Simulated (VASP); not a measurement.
# CaSe in VASP: further runs

CaSe is run at these levels: PBE; tasks: single point.

Program: VASP 6.6.1. These are calculated values, not measurements. Logs are shortened: lines on timing, memory, paths and dates and some standing lists are left out, and cuts for length are marked.

## (1) The cell of the first run

Symmetry: R-3m, No. 166, trigonal system. The conventional cell has a = 5.140 Å, b = 5.140 Å, c = 6.480 Å, α = 90.00°, β = 90.00°, γ = 120.00°. Ca (site symmetry -3m) has 8 Se at 3.16 to 3.24 Å and 6 Ca at 3.67 Å within 4.2 Å. Se (site symmetry -3m) has 8 Ca at 3.16 to 3.24 Å and 6 Se at 3.67 Å within 4.2 Å.

## (2) Single point, PBE (strain along [111] +2.9%)

File INCAR:

```
PREC = Accurate ; ENCUT = 520
EDIFF = 1E-6 ; ISMEAR = -1
SIGMA = 0.02 ; LREAL = F
LASPH = T ; NELM = 100
ALGO = Normal ; ISIF = 2
LWAVE = F ; LCHARG = F
GGA = PE ; NBANDS = 15
```

File KPOINTS:

```
regular mesh
0
Gamma
  8 8 8
```

File POSCAR:

```
CaSe
1.0
    3.6702846516      0.0354997327      0.0354997327
    0.0354997327      3.6702846516      0.0354997327
    0.0354997327      0.0354997327      3.6702846516
Ca Se
1 1
Direct
    0.0000000000      0.0000000000      0.0000000000
    0.5000000000      0.5000000000      0.5000000000
```

Potentials or basis: VASP PAW PBE potentials, release 64 (Ca_sv, Se).

Command:

```bash
$ cat potpaw_PBE.64/Ca_sv/POTCAR potpaw_PBE.64/Se/POTCAR > POTCAR
$ mpirun -np 1 vasp_std > vasp.out
```

OUTCAR:

```text
PREC = Accurate
   ENCUT = 520
   EDIFF = 1E-6
   ISMEAR = -1
   LREAL = F
   LASPH = T
   NELM = 100
   ISIF = 2
   GGA = PE

 ion  position               nearest neighbor table
   1  0.000  0.000  0.000-
   2  0.500  0.500  0.500-

  LATTYP: Found a trigonal (rhomboedric) cell.
 ALAT       =     3.6706279961
 COS(alpha) =     0.0194343183

  Lattice vectors:

 A1 = (   3.6702846516,   0.0354997327,   0.0354997327)
 A2 = (   0.0354997327,   3.6702846516,   0.0354997327)
 A3 = (   0.0354997327,   0.0354997327,   3.6702846516)

Analysis of symmetry for initial positions (statically):
=====================================================================
 Subroutine PRICEL returns:
 Original cell was already a primitive cell.

 Routine SETGRP: Setting up the symmetry group for a
 trigonal (rhombohedral) supercell.

 Subroutine GETGRP returns: Found 12 space group operations
 (whereof 12 operations were pure point group operations)
 out of a pool of 12 trial point group operations.

The static configuration has the point symmetry D_3d.

Analysis of symmetry for dynamics (positions and initial velocities):
=====================================================================
 Subroutine PRICEL returns:
 Original cell was already a primitive cell.

 Routine SETGRP: Setting up the symmetry group for a
 trigonal (rhombohedral) supercell.

 Subroutine GETGRP returns: Found 12 space group operations
 (whereof 12 operations were pure point group operations)
 out of a pool of 12 trial point group operations.

The dynamic configuration has the point symmetry D_3d.

 Subroutine INISYM returns: Found 12 space group operations
 (whereof 12 operations are pure point group operations),
 and found     1 'primitive' translations

----------------------------------------------------------------------------------------

                                     Primitive cell

  volume of cell :      49.4286

  direct lattice vectors                    reciprocal lattice vectors
     3.670284652  0.035499733  0.035499733     0.272508930 -0.002610512 -0.002610512
     0.035499733  3.670284652  0.035499733    -0.002610512  0.272508930 -0.002610512
     0.035499733  0.035499733  3.670284652    -0.002610512 -0.002610512  0.272508930

  length of vectors
     3.670627996  3.670627996  3.670627996     0.272533937  0.272533937  0.272533937

  position of ions in fractional coordinates (direct lattice)
     0.000000000  0.000000000  0.000000000
     0.500000000  0.500000000  0.500000000

[... 86 lines left out ...]
   PSTRESS=    0.0 pullay stress
   NELECT =      16.0000    total number of electrons
   NUPDOWN=      -1.0000    fix difference up-down
   EMIN   =  10.00;   EMAX   =-10.00  energy-range for DOS
   EFERMI =   0.00;   METHOD = LEGACY
   ISMEAR =    -1;   SIGMA  =   0.02  broadening in eV -4-tet -1-fermi 0-gaus
   EFERMI_NEDOS =   21; number of points for ismear=-14 and -15
   IALGO  =     38    algorithm
   IMIX   =      4    mixing-type and parameters
     AMIX     =   0.40;   BMIX     =  1.00
     AMIX_MAG =   1.60;   BMIX_MAG =  1.00
  volume/ion in A,a.u.               =      24.71       166.78
  Fermi-wavevector in a.u.,A,eV,Ry     =   1.124058  2.124162 17.191053  1.263507
  Thomas-Fermi vector in A             =   2.260728
   LORBIT       =      0    0 simple, 1 ext, 2 COOP (PROOUT), +10 PAW based schemes
   GGA     = PE    functional components
   LHFCALC =     F    Hartree Fock is set to
   AEXX    =    0.0000 exact exchange contribution
   IVDW    =     0    specifies the selected vdW correction
   LEPSILON=     F    determine dielectric tensor
   LRPA    =     F    only Hartree local field effects (RPA)
 non-spin polarized calculation
  energy-cutoff  :      520.00
  volume of cell :       49.43
 maximum number of plane-waves:      1361
   NGX = 13   NGY = 13   NGZ = 13

 number of electron      16.0000000 magnetization

 Free energy of the ion-electron system (eV)
  ---------------------------------------------------
  ext. energy  EPLUGINS =         0.00000000
  ---------------------------------------------------
  free energy    TOTEN  =        -8.80240408 eV

  energy without entropy =       -8.80240408  energy(sigma->0) =       -8.80240408

 E-fermi :   4.3745     XC(G=0):  -9.4591

 val. band max:        3.9990441666   @ k =   0.5000   0.5000   0.0000
 cond. band min:       4.8123792639   @ k =   0.5000   0.5000   0.0000
 fundamental gap:      0.8133350973
 Fermi energy:         4.3745439552

 k-point     1 :       0.0000    0.0000    0.0000
  band No.  band energies     occupation
      1     -37.3583      2.00000
      2     -18.3009      2.00000
      3     -18.2939      2.00000
      4     -18.2939      2.00000
      5      -8.8896      2.00000
      6       3.1333      2.00000
      7       3.1333      2.00000
      8       3.2299      2.00000
      9       5.1672      0.00000
     10       5.1672      0.00000
     11       5.9222      0.00000
     12       8.3005      0.00000
     13       8.3005      0.00000
     14       8.4085      0.00000
[... 401 lines left out ...]
      2     -18.4270      2.00000
      3     -18.3064      2.00000
      4     -18.2979      2.00000
      5      -8.2229      2.00000
      6      -0.0940      2.00000
      7       2.4168      2.00000
      8       2.7358      2.00000
      9       6.1056      0.00000
     10       7.5228      0.00000
     11       7.6540      0.00000
     12       8.5260      0.00000
     13       9.1101      0.00000
     14       9.7067      0.00000
     15      11.6618      0.00000

 [... further k-points ...]

------------------------ aborting loop because EDIFF is reached ----------------------------------------

  FORCE on cell =-STRESS in cart. coord.  units (eV):
  Direction    XX          YY          ZZ          XY          YZ          ZX
  --------------------------------------------------------------------------------------
  -------------------------------------------------------------------------------------
  Total       -0.1928120     -0.1928120     -0.1928120      0.0291259      0.0291259      0.0291259
  in kB       -6.2498068     -6.2498068     -6.2498068      0.9440856      0.9440856      0.9440856
  external PRESSURE =      -6.2498068 kB  Pullay stress =       0.0000000 kB

 VOLUME and BASIS-vectors are now :
 -----------------------------------------------------------------------------
  energy-cutoff  :      520.00
  volume of cell :       49.43
      direct lattice vectors                 reciprocal lattice vectors
     3.670284652  0.035499733  0.035499733     0.272508930 -0.002610512 -0.002610512
     0.035499733  3.670284652  0.035499733    -0.002610512  0.272508930 -0.002610512
     0.035499733  0.035499733  3.670284652    -0.002610512 -0.002610512  0.272508930

 POSITION                                       TOTAL-FORCE (eV/Angst)
 -----------------------------------------------------------------------------------
      0.00000      0.00000      0.00000         0.000000      0.000000      0.000000
      1.87064      1.87064      1.87064        -0.000000     -0.000000      0.000000
 -----------------------------------------------------------------------------------
    total drift:                               -0.000000      0.000000      0.000000

  FREE ENERGIE OF THE ION-ELECTRON SYSTEM (eV)
  ---------------------------------------------------
  free  energy   TOTEN  =        -8.8024040828 eV

  energy  without entropy=       -8.8024040827  energy(sigma->0) =       -8.80240408
```

stdout:

```text
POSCAR found type information on POSCAR CaSe
 POSCAR found :  2 types and       2 ions
 scaLAPACK will be used
 LDA part: xc-table for (Slater+PW92), standard interpolation
 POSCAR, INCAR and KPOINTS ok, starting setup
 FFT: planning ... GRIDC
 FFT: planning ... GRID_SOFT
 FFT: planning ... GRID
 WAVECAR not read
 entering main loop
```

It took 15 s on 1 thread of Intel Xeon 6975P-C (Granite Rapids), shared host; peak memory 0.19 GiB.

Results:

```
Free energy            : -8.8024 eV
Pressure               : -0.6 GPa
Band gap on the k mesh : 0.81 eV
```

Stress tensor (GPa, compression positive):
```
-0.62  0.09  0.09
 0.09 -0.62  0.09
 0.09  0.09 -0.62
```

Caveat: the cell differs from its parent crystal (strain along [111] +2.9%). A k mesh can miss the band edges.

## (3) Single point, PBE (shear xy strain +2.1%)

File INCAR:

```
SYSTEM = CaSe
ALGO     = Normal         ! electronic algorithm
EDIFF    = 1E-6           ! SCF threshold, eV
ENCUT    = 520            ! plane-wave cutoff, eV
GGA      = PE             ! functional
ISIF     = 2              ! what is computed and relaxed
ISMEAR   = -1             ! smearing method
LASPH    = .TRUE.         ! aspherical terms in the spheres
LCHARG   = .FALSE.        ! write CHGCAR
LREAL    = .FALSE.        ! projectors in reciprocal space
LWAVE    = .FALSE.        ! write WAVECAR
NBANDS   = 15             ! bands
NELM     = 60             ! most SCF steps
PREC     = Accurate       ! precision mode
SIGMA    = 0.02           ! smearing width, eV
```

File KPOINTS:

```
k-points
0
G
  8 8 8
  0 0 0
```

File POSCAR:

```
CaSe
1.0
    3.6347849189      0.0387104594      0.0000000000
    0.0387104594      3.6347849189      0.0000000000
    0.0000000000      0.0000000000      3.6347849189
Ca Se
1 1
Direct
    0.0000000000      0.0000000000      0.0000000000
    0.5000000000      0.5000000000      0.5000000000
```

Potentials or basis: VASP PAW PBE potentials, release 64 (Ca_sv, Se).

Command:

```bash
$ cat potpaw_PBE.64/Ca_sv/POTCAR potpaw_PBE.64/Se/POTCAR > POTCAR
$ mpirun -np 1 vasp_std > vasp.out
```

OUTCAR:

```text
SYSTEM = CaSe
   EDIFF = 1E-6
   ENCUT = 520
   GGA = PE
   ISIF = 2
   ISMEAR = -1
   LASPH = .TRUE.
   LREAL = .FALSE.
   NELM = 60
   PREC = Accurate

 ion  position               nearest neighbor table
   1  0.000  0.000  0.000-
   2  0.500  0.500  0.500-

  LATTYP: Found a base centered orthorhombic cell.
 ALAT       =     5.0856172719
 B/A-ratio  =     1.0215292869
 C/A-ratio  =     0.7147185336

  Lattice vectors:

 A1 = (  -0.0387104594,  -3.6347849189,   0.0000000000)
 A2 = (   3.6347849189,   0.0387104594,   0.0000000000)
 A3 = (   0.0000000000,   0.0000000000,   3.6347849189)

Analysis of symmetry for initial positions (statically):
=====================================================================
 Subroutine PRICEL returns:
 Original cell was already a primitive cell.

 Routine SETGRP: Setting up the symmetry group for a
 base centered orthorhombic supercell.

 Subroutine GETGRP returns: Found  8 space group operations
 (whereof  8 operations were pure point group operations)
 out of a pool of  8 trial point group operations.

The static configuration has the point symmetry D_2h.

Analysis of symmetry for dynamics (positions and initial velocities):
=====================================================================
 Subroutine PRICEL returns:
 Original cell was already a primitive cell.

 Routine SETGRP: Setting up the symmetry group for a
 base centered orthorhombic supercell.

 Subroutine GETGRP returns: Found  8 space group operations
 (whereof  8 operations were pure point group operations)
 out of a pool of  8 trial point group operations.

The dynamic configuration has the point symmetry D_2h.

 Subroutine INISYM returns: Found  8 space group operations
 (whereof  8 operations are pure point group operations),
 and found     1 'primitive' translations

----------------------------------------------------------------------------------------

                                     Primitive cell

  volume of cell :      48.0161

  direct lattice vectors                    reciprocal lattice vectors
     3.634784919  0.038710459  0.000000000     0.275150651 -0.002930354  0.000000000
     0.038710459  3.634784919  0.000000000    -0.002930354  0.275150651  0.000000000
     0.000000000  0.000000000  3.634784919     0.000000000  0.000000000  0.275119442

  length of vectors
     3.634991046  3.634991046  3.634784919     0.275166254  0.275166254  0.275119442

  position of ions in fractional coordinates (direct lattice)
     0.000000000  0.000000000  0.000000000
     0.500000000  0.500000000  0.500000000

  ion indices of the primitive-cell ions
   primitive index   ion index
                 1           1
                 2           2

----------------------------------------------------------------------------------------

 KPOINTS: k-points

Automatic generation of k-mesh.
 Grid dimensions read from file:
 generate k-points for:    8    8    8

 Generating k-lattice:

  Cartesian coordinates                     Fractional coordinates (reciprocal lattice)
     0.034393831 -0.000366294  0.000000000     0.125000000  0.000000000  0.000000000
    -0.000366294  0.034393831  0.000000000     0.000000000  0.125000000  0.000000000
     0.000000000  0.000000000  0.034389930     0.000000000  0.000000000  0.125000000
[... 40 lines left out ...]
   number of dos      NEDOS =    301   number of ions     NIONS =      2
   total plane-waves  NPLWV =  21952
   dimension x,y,z NGX =    28 NGY =   28 NGZ =   28
   dimension x,y,z NGXF=    56 NGYF=   56 NGZF=   56
   ions per type =               1   1
   NGX,Y,Z   is equivalent  to a cutoff of  12.81, 12.81, 12.81 a.u.
   NGXF,Y,Z  is equivalent  to a cutoff of  25.61, 25.61, 25.61 a.u.
 SYSTEM =  CaSe
   PREC   = accura    normal or accurate (medium, high low for compatibility)
   ISTART =      0    job   : 0-new  1-cont  2-samecut
   ICHARG =      2    charge: 1-file 2-atom 10-const
   ISPIN  =      1    spin polarized calculation?
   LNONCOLLINEAR =      F non collinear calculations
   LSORBIT =      F    spin-orbit coupling
   LASPH  =      T    aspherical Exc in radial PAW
   ENCUT  =  520.0 eV  38.22 Ry    6.18 a.u.   6.76  6.76  6.76*2*pi/ulx,y,z
   NELM   =     60;   NELMIN=  2; NELMDL= -5     # of ELM steps
   EDIFF  = 0.1E-05   stopping-criterion for ELM
   LREAL  =      F    real-space projection
   EDIFFG = 0.1E-04   stopping-criterion for IOM
   NSW    =      0    number of steps for IOM
   IBRION =     -1    ionic relax: 0-MD 1-quasi-New 2-CG
   NFREE  =      0    steps in history (QN), initial steepest desc. (CG)
   ISIF   =      2    stress and relaxation
   ISYM   =      2    0-nonsym 1-usesym 2-fastsym
   POTIM  = 0.5000    time-step for ionic-motion
   TEBEG  =    0.0;   TEEND  =   0.0 temperature during run
   PSTRESS=    0.0 pullay stress
   NELECT =      16.0000    total number of electrons
   NUPDOWN=      -1.0000    fix difference up-down
   EMIN   =  10.00;   EMAX   =-10.00  energy-range for DOS
   EFERMI =   0.00;   METHOD = LEGACY
   ISMEAR =    -1;   SIGMA  =   0.02  broadening in eV -4-tet -1-fermi 0-gaus
   EFERMI_NEDOS =   21; number of points for ismear=-14 and -15
   IALGO  =     38    algorithm
   IMIX   =      4    mixing-type and parameters
     AMIX     =   0.40;   BMIX     =  1.00
     AMIX_MAG =   1.60;   BMIX_MAG =  1.00
  volume/ion in A,a.u.               =      24.01       162.01
  Fermi-wavevector in a.u.,A,eV,Ry     =   1.134974  2.144790 17.526558  1.288166
  Thomas-Fermi vector in A             =   2.271678
   LORBIT       =      0    0 simple, 1 ext, 2 COOP (PROOUT), +10 PAW based schemes
   GGA     = PE    functional components
   LHFCALC =     F    Hartree Fock is set to
   AEXX    =    0.0000 exact exchange contribution
   IVDW    =     0    specifies the selected vdW correction
   LEPSILON=     F    determine dielectric tensor
   LRPA    =     F    only Hartree local field effects (RPA)
 non-spin polarized calculation
  energy-cutoff  :      520.00
  volume of cell :       48.02
 maximum number of plane-waves:      1328
   NGX = 13   NGY = 13   NGZ = 13

 number of electron      16.0000006 magnetization

 Free energy of the ion-electron system (eV)
  ---------------------------------------------------
  ext. energy  EPLUGINS =         0.00000000
  ---------------------------------------------------
  free energy    TOTEN  =        -8.80095137 eV

  energy without entropy =       -8.80095137  energy(sigma->0) =       -8.80095137

 E-fermi :   4.6319     XC(G=0):  -9.5829

 val. band max:        4.2467368757   @ k =   0.5000   0.5000   0.0000
 cond. band min:       5.0119011603   @ k =   0.5000   0.0000   0.5000
 fundamental gap:      0.7651642846
 Fermi energy:         4.6318876420

 k-point     1 :       0.0000    0.0000    0.0000
  band No.  band energies     occupation
      1     -37.0664      2.00000
      2     -18.0066      2.00000
      3     -18.0042      2.00000
      4     -18.0023      2.00000
      5      -8.7898      2.00000
      6       3.3486      2.00000
      7       3.3818      2.00000
      8       3.4174      2.00000
      9       5.3336      0.00000
     10       5.3365      0.00000
     11       6.3333      0.00000
     12       8.5940      0.00000
     13       8.6317      0.00000
     14       8.6688      0.00000
[... 401 lines left out ...]
      2     -18.0934      2.00000
      3     -18.0209      2.00000
      4     -17.9935      2.00000
      5      -8.3765      2.00000
      6       0.9148      2.00000
      7       2.5588      2.00000
      8       3.3426      2.00000
      9       6.0080      0.00000
     10       7.0848      0.00000
     11       7.9654      0.00000
     12       8.3483      0.00000
     13       9.2201      0.00000
     14       9.7925      0.00000
     15      12.3729      0.00000

 [... further k-points ...]

------------------------ aborting loop because EDIFF is reached ----------------------------------------

  FORCE on cell =-STRESS in cart. coord.  units (eV):
  Direction    XX          YY          ZZ          XY          YZ          ZX
  --------------------------------------------------------------------------------------
  -------------------------------------------------------------------------------------
  Total        0.2494431      0.2494431      0.2518137      0.0075592      0.0000000      0.0000000
  in kB        8.3232936      8.3232936      8.4023947      0.2522315      0.0000000      0.0000000
  external PRESSURE =       8.3496606 kB  Pullay stress =       0.0000000 kB

 VOLUME and BASIS-vectors are now :
 -----------------------------------------------------------------------------
  energy-cutoff  :      520.00
  volume of cell :       48.02
      direct lattice vectors                 reciprocal lattice vectors
     3.634784919  0.038710459  0.000000000     0.275150651 -0.002930354  0.000000000
     0.038710459  3.634784919  0.000000000    -0.002930354  0.275150651  0.000000000
     0.000000000  0.000000000  3.634784919     0.000000000  0.000000000  0.275119442

 POSITION                                       TOTAL-FORCE (eV/Angst)
 -----------------------------------------------------------------------------------
      0.00000      0.00000      0.00000         0.000000      0.000000      0.000000
      1.83675      1.83675      1.81739        -0.000000      0.000000      0.000000
 -----------------------------------------------------------------------------------
    total drift:                               -0.000000      0.000000      0.000000

  FREE ENERGIE OF THE ION-ELECTRON SYSTEM (eV)
  ---------------------------------------------------
  free  energy   TOTEN  =        -8.8009513706 eV

  energy  without entropy=       -8.8009513706  energy(sigma->0) =       -8.80095137
```

Run time: 22 s. Hardware: 1 thread of Intel Xeon 6975P-C (Granite Rapids), shared host; peak memory 0.21 GiB.

Results:

| Quantity | Value |
| --- | --- |
| Free energy | -8.8010 eV |
| Pressure | 0.8 GPa |
| Band gap on the k mesh | 0.77 eV |

Caveat: the cell differs from its parent crystal (shear xy strain +2.1%).
